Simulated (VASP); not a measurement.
# Sb (P6_3/mmc) in VASP: a series of runs

Sb is run at these levels: PBE+D3(BJ); tasks: single point.

Program: VASP 6.6.1. These are calculated values, not measurements. Logs are shortened: lines on timing, memory, paths and dates and some standing lists are left out, and cuts for length are marked.

**1. The cell of the first run**

It takes space group P6_3/mmc (No. 194, hexagonal). The conventional cell has a = 3.268 Å, b = 3.268 Å, c = 5.250 Å, α = 90.00°, β = 90.00°, γ = 120.00°. Sb (site symmetry -6m2) has 12 Sb at 3.23 to 3.27 Å within 4.3 Å.

This isn't the form of Sb at room conditions, which is rhombohedral.

**2. Single point, PBE+D3(BJ) (strain -0.030 along x and y, -0.015 along z)**

INCAR

```
SYSTEM = Sb
ALGO = Normal
EDIFF = 1E-7
ENCUT = 520
GGA = PE
ISIF = 2
ISMEAR = 0
IVDW = 12
LASPH = .True.
LCHARG = .False.
LREAL = .False.
LWAVE = .False.
NBANDS = 12
NELM = 60
PREC = Accurate
SIGMA = 0.15
```

KPOINTS

```
k-points
0
Gamma
  18 18 10
  0 0 0
```

POSCAR

```
Sb
1.0
    3.2679301741      0.0000000000      0.0000000000
   -1.6339650871      2.8301105486      0.0000000000
    0.0000000000      0.0000000000      5.2500500000
Sb
2
Direct
    0.3333333333      0.6666666667      0.2500000000
    0.6666666667      0.3333333333      0.7500000000
```

Potentials or basis: VASP PAW PBE potentials, release 64 (Sb).

Started as:

```sh
$ cat potpaw_PBE.64/Sb/POTCAR > POTCAR
$ mpirun -np 1 vasp_std > vasp.out
```

OUTCAR:

```text
SYSTEM = Sb
   EDIFF = 1E-7
   ENCUT = 520
   GGA = PE
   ISIF = 2
   ISMEAR = 0
   IVDW = 12
   LASPH = .True.
   LREAL = .False.
   NELM = 60
   PREC = Accurate
 IVDW          = 12

 ion  position               nearest neighbor table
   1  0.333  0.667  0.250-   2 3.23   2 3.23   2 3.23   2 3.23   2 3.23   2 3.23
   2  0.667  0.333  0.750-   1 3.23   1 3.23   1 3.23   1 3.23   1 3.23   1 3.23

  LATTYP: Found a hexagonal cell.
 ALAT       =     3.2679301741
 C/A-ratio  =     1.6065367741

  Lattice vectors:

 A1 = (   3.2679301741,   0.0000000000,   0.0000000000)
 A2 = (  -1.6339650871,   2.8301105486,   0.0000000000)
 A3 = (   0.0000000000,   0.0000000000,   5.2500500000)

Analysis of symmetry for initial positions (statically):
=====================================================================
 Subroutine PRICEL returns:
 Original cell was already a primitive cell.

 Routine SETGRP: Setting up the symmetry group for a
 hexagonal supercell.

 Subroutine GETGRP returns: Found 24 space group operations
 (whereof 12 operations were pure point group operations)
 out of a pool of 24 trial point group operations.

The static configuration has the point symmetry D_3d.
 The point group associated with its full space group is D_6h.

Analysis of symmetry for dynamics (positions and initial velocities):
=====================================================================
 Subroutine PRICEL returns:
 Original cell was already a primitive cell.

 Routine SETGRP: Setting up the symmetry group for a
 hexagonal supercell.

 Subroutine GETGRP returns: Found 24 space group operations
 (whereof 12 operations were pure point group operations)
 out of a pool of 24 trial point group operations.

The dynamic configuration has the point symmetry D_3d.
 The point group associated with its full space group is D_6h.

 Subroutine INISYM returns: Found 24 space group operations
 (whereof 12 operations are pure point group operations),
 and found     1 'primitive' translations

----------------------------------------------------------------------------------------

                                     Primitive cell

  volume of cell :      48.5556

  direct lattice vectors                    reciprocal lattice vectors
     3.267930174  0.000000000  0.000000000     0.306004090  0.176671544  0.000000000
    -1.633965087  2.830110549  0.000000000     0.000000000  0.353343088  0.000000000
     0.000000000  0.000000000  5.250050000     0.000000000  0.000000000  0.190474376

  length of vectors
     3.267930174  3.267930174  5.250050000     0.353343088  0.353343088  0.190474376

  position of ions in fractional coordinates (direct lattice)
     0.333333333  0.666666667  0.250000000
     0.666666667  0.333333333  0.750000000

  ion indices of the primitive-cell ions
   primitive index   ion index
                 1           1
                 2           2

----------------------------------------------------------------------------------------

 KPOINTS: k-points

Automatic generation of k-mesh.
 Grid dimensions read from file:
 generate k-points for:   18   18   10

 Generating k-lattice:

  Cartesian coordinates                     Fractional coordinates (reciprocal lattice)
     0.017000227  0.009815086  0.000000000     0.055555556 -0.000000000  0.000000000
     0.000000000  0.019630172  0.000000000     0.000000000  0.055555556  0.000000000
     0.000000000  0.000000000  0.019047438     0.000000000  0.000000000  0.100000000

  Length of vectors
     0.019630172  0.019630172  0.019047438

  Shift w.r.t. Gamma in fractional coordinates (k-lattice)
     0.000000000  0.000000000  0.000000000

 Subroutine IBZKPT returns following result:
 ===========================================

 Found    222 irreducible k-points:

 Following reciprocal coordinates:
            Coordinates               Weight
  0.000000  0.000000  0.000000      1.000000
  0.055556  0.000000  0.000000      6.000000
  0.111111  0.000000  0.000000      6.000000
  0.166667  0.000000  0.000000      6.000000
  0.222222 -0.000000  0.000000      6.000000
  0.277778 -0.000000  0.000000      6.000000
[... 16 lines left out ...]
  0.333333  0.111111  0.000000     12.000000
  0.388889  0.111111  0.000000     12.000000
 [... further k-points ...]
   k-points           NKPTS =    222   k-points in BZ     NKDIM =    222   number of bands    NBANDS=     12
   number of dos      NEDOS =    301   number of ions     NIONS =      2
   total plane-waves  NPLWV =  23040
   dimension x,y,z NGX =    24 NGY =   24 NGZ =   40
   dimension x,y,z NGXF=    48 NGYF=   48 NGZF=   80
   ions per type =               2
   NGX,Y,Z   is equivalent  to a cutoff of  12.21, 12.21, 12.67 a.u.
   NGXF,Y,Z  is equivalent  to a cutoff of  24.42, 24.42, 25.33 a.u.
 SYSTEM =  Sb
   PREC   = accura    normal or accurate (medium, high low for compatibility)
   ISTART =      0    job   : 0-new  1-cont  2-samecut
   ICHARG =      2    charge: 1-file 2-atom 10-const
   ISPIN  =      1    spin polarized calculation?
   LNONCOLLINEAR =      F non collinear calculations
   LSORBIT =      F    spin-orbit coupling
   LASPH  =      T    aspherical Exc in radial PAW
   ENCUT  =  520.0 eV  38.22 Ry    6.18 a.u.   6.08  6.08  9.76*2*pi/ulx,y,z
   NELM   =     60;   NELMIN=  2; NELMDL= -5     # of ELM steps
   EDIFF  = 0.1E-06   stopping-criterion for ELM
   LREAL  =      F    real-space projection
   EDIFFG = 0.1E-05   stopping-criterion for IOM
   NSW    =      0    number of steps for IOM
   IBRION =     -1    ionic relax: 0-MD 1-quasi-New 2-CG
   NFREE  =      0    steps in history (QN), initial steepest desc. (CG)
   ISIF   =      2    stress and relaxation
   ISYM   =      2    0-nonsym 1-usesym 2-fastsym
   POTIM  = 0.5000    time-step for ionic-motion
   TEBEG  =    0.0;   TEEND  =   0.0 temperature during run
   PSTRESS=    0.0 pullay stress
   NELECT =      10.0000    total number of electrons
   NUPDOWN=      -1.0000    fix difference up-down
   EMIN   =  10.00;   EMAX   =-10.00  energy-range for DOS
   EFERMI =   0.00;   METHOD = LEGACY
   ISMEAR =     0;   SIGMA  =   0.15  broadening in eV -4-tet -1-fermi 0-gaus
   EFERMI_NEDOS =   21; number of points for ismear=-14 and -15
   IALGO  =     38    algorithm
   IMIX   =      4    mixing-type and parameters
     AMIX     =   0.40;   BMIX     =  1.00
     AMIX_MAG =   1.60;   BMIX_MAG =  1.00
  volume/ion in A,a.u.               =      24.28       163.83
  Fermi-wavevector in a.u.,A,eV,Ry     =   0.966781  1.826952 12.716907  0.934666
  Thomas-Fermi vector in A             =   2.096612
   LORBIT       =      0    0 simple, 1 ext, 2 COOP (PROOUT), +10 PAW based schemes
   GGA     = PE    functional components
   LHFCALC =     F    Hartree Fock is set to
   AEXX    =    0.0000 exact exchange contribution
   IVDW    =    12    specifies the selected vdW correction
   LEPSILON=     F    determine dielectric tensor
   LRPA    =     F    only Hartree local field effects (RPA)
 non-spin polarized calculation
 Gauss-broadening in eV      SIGMA  =   0.15
  energy-cutoff  :      520.00
  volume of cell :       48.56
 maximum number of plane-waves:      1326
   NGX = 13   NGY = 13   NGZ = 19

 number of electron      10.0000002 magnetization

 Free energy of the ion-electron system (eV)
  ---------------------------------------------------
  ext. energy  EPLUGINS =         0.00000000
  ---------------------------------------------------
  free energy    TOTEN  =        -7.56768248 eV

  energy without entropy =       -7.55339144  energy(sigma->0) =       -7.56053696

 E-fermi :   9.9460     XC(G=0): -10.6905

 val. band max:        9.9368484285   @ k =   0.2778   0.1111   0.3000
 cond. band min:       9.9502086020   @ k =   0.3333   0.0000   0.4000
 fundamental gap:      0.0133601735
 Fermi energy:         9.9460043158

 k-point     1 :       0.0000    0.0000    0.0000
  band No.  band energies     occupation
      1      -3.8440      2.00000
      2       0.6982      2.00000
      3       3.4638      2.00000
      4      13.8164      0.00000
      5      13.8164      0.00000
      6      15.7224      0.00000
      7      15.7224      0.00000
      8      16.4623      0.00000
      9      17.9128      0.00000
     10      18.9268      0.00000
     11      20.2734      0.00000
     12      20.2734      0.00000

 k-point     2 :       0.0556    0.0000    0.0000
  band No.  band energies     occupation
      1      -3.7849      2.00000
      2       0.7510      2.00000
      3       3.5256      2.00000
      4      13.1263      0.00000
      5      13.5465      0.00000
      6      15.4109      0.00000
      7      15.8458      0.00000
      8      16.3788      0.00000
      9      18.2702      0.00000
     10      18.8303      0.00000
     11      20.2032      0.00000
     12      20.3426      0.00000

 k-point     3 :       0.1111    0.0000    0.0000
  band No.  band energies     occupation
      1      -3.6078      2.00000
      2       0.9082      2.00000
      3       3.7103      2.00000
      4      11.7071      0.00000
      5      12.9680      0.00000
      6      14.5956      0.00000
      7      15.9404      0.00000
      8      16.0696      0.00000
      9      17.6976      0.00000
     10      19.3825      0.00000
     11      20.0175      0.00000
     12      20.3154      0.00000

 k-point     4 :       0.1667    0.0000    0.0000
  band No.  band energies     occupation
      1      -3.3132      2.00000
      2       1.1658      2.00000
      3       4.0158      2.00000
      4      10.1239      0.09346
      5      12.3266      0.00000
      6      13.4991      0.00000
      7      15.4230      0.00000
      8      15.7725      0.00000
      9      16.7018      0.00000
     10      19.2991      0.00000
     11      19.9993      0.00000
     12      20.7009      0.00000

 k-point     5 :       0.2222   -0.0000    0.0000
  band No.  band energies     occupation
      1      -2.9027      2.00000
      2       1.5130      2.00000
      3       4.4384      2.00000
      4       8.5619      2.00000
      5      11.7209      0.00000
      6      12.2361      0.00000
      7      14.4538      0.00000
      8      15.4173      0.00000
      9      15.8789      0.00000
     10      18.8258      0.00000
     11      19.8833      0.00000
     12      20.2495      0.00000
[... 228 lines left out ...]
      1      -2.2054      2.00000
      2       2.0535      2.00000
      3       5.1486      2.00000
      4       7.2157      2.00000
      5       9.2895      2.00000
      6      11.5856      0.00000
      7      13.2207      0.00000
      8      13.6504      0.00000
      9      16.8952      0.00000
     10      17.0044      0.00000
     11      20.1153      0.00000
     12      20.3545      0.00000

 k-point    22 :       0.2778    0.1111    0.0000
  band No.  band energies     occupation
      1      -1.5781      2.00000
      2       2.4167      2.00000
      3       5.7768      2.00000
      4       6.0529      2.00000
      5       8.7050      2.00000
      6      10.3850      0.00003
      7      12.1231      0.00000
      8      13.2499      0.00000
      9      16.4935      0.00000
     10      16.5315      0.00000
     11      20.6974      0.00000
     12      20.7598      0.00000

 k-point    23 :       0.3333    0.1111    0.0000
  band No.  band energies     occupation
      1      -0.8628      2.00000
      2       2.5017      2.00000
      3       5.3592      2.00000
      4       6.4762      2.00000
      5       8.0816      2.00000
      6       9.4624      1.99999
      7      11.0491      0.00000
      8      12.9526      0.00000
      9      16.1517      0.00000
     10      16.2715      0.00000
     11      20.7265      0.00000
     12      21.0671      0.00000

 k-point    24 :       0.3889    0.1111    0.0000
  band No.  band energies     occupation
      1      -0.1181      2.00000
      2       2.0807      2.00000
      3       5.3754      2.00000
      4       7.1654      2.00000
      5       7.3550      2.00000
      6       8.9718      2.00000
      7      10.1218      0.09749
      8      12.7700      0.00000
      9      15.9542      0.00000
     10      16.1157      0.00000
     11      20.6684      0.00000
     12      21.1771      0.00000

 [... further k-points ...]

------------------------ aborting loop because EDIFF is reached ----------------------------------------

 Edisp (eV)   -1.16350

 E8    (eV) :    -0.5362

  FORCE on cell =-STRESS in cart. coord.  units (eV):
  Direction    XX          YY          ZZ          XY          YZ          ZX
  --------------------------------------------------------------------------------------
  -------------------------------------------------------------------------------------
  Total       1.49848     1.49848     2.07826    -0.00000    -0.00000     0.00000
  in kB      49.44480    49.44480    68.57566    -0.00000    -0.00000     0.00000
  external pressure =       55.82 kB  Pullay stress =        0.00 kB

 VOLUME and BASIS-vectors are now :
 -----------------------------------------------------------------------------
  energy-cutoff  :      520.00
  volume of cell :       48.56
      direct lattice vectors                 reciprocal lattice vectors
     3.267930174  0.000000000  0.000000000     0.306004090  0.176671544  0.000000000
    -1.633965087  2.830110549  0.000000000     0.000000000  0.353343088  0.000000000
     0.000000000  0.000000000  5.250050000     0.000000000  0.000000000  0.190474376

 POSITION                                       TOTAL-FORCE (eV/Angst)
 -----------------------------------------------------------------------------------
     -0.00000      1.88674      1.31251        -0.000000      0.000000      0.000000
      1.63397      0.94337      3.93754         0.000000      0.000000      0.000000
 -----------------------------------------------------------------------------------
    total drift:                                0.000000     -0.000000      0.000000

  FREE ENERGIE OF THE ION-ELECTRON SYSTEM (eV)
  ---------------------------------------------------
  free  energy   TOTEN  =        -8.7311780416 eV

  energy  without entropy=       -8.7168869972  energy(sigma->0) =       -8.72403252
```

Wall time 74 s (1 thread of Intel Xeon 8259CL, shared host); peak memory 0.25 GiB.

Results:

```yaml
Free_energy: -8.7312 eV
Pressure: 5.6 GPa
Band_gap_on_the_k_mesh: zero (bands 5 and 6 overlap by 8.50 eV)
Dispersion_energy_per_atom: -0.582 eV
```

Caveat: the cell differs from its parent crystal (strain -0.030 along x and y, -0.015 along z); the cell stands under pressure; spin-orbit coupling is left out, which moves the levels of the heavy elements.

[end of part 1 of 2]
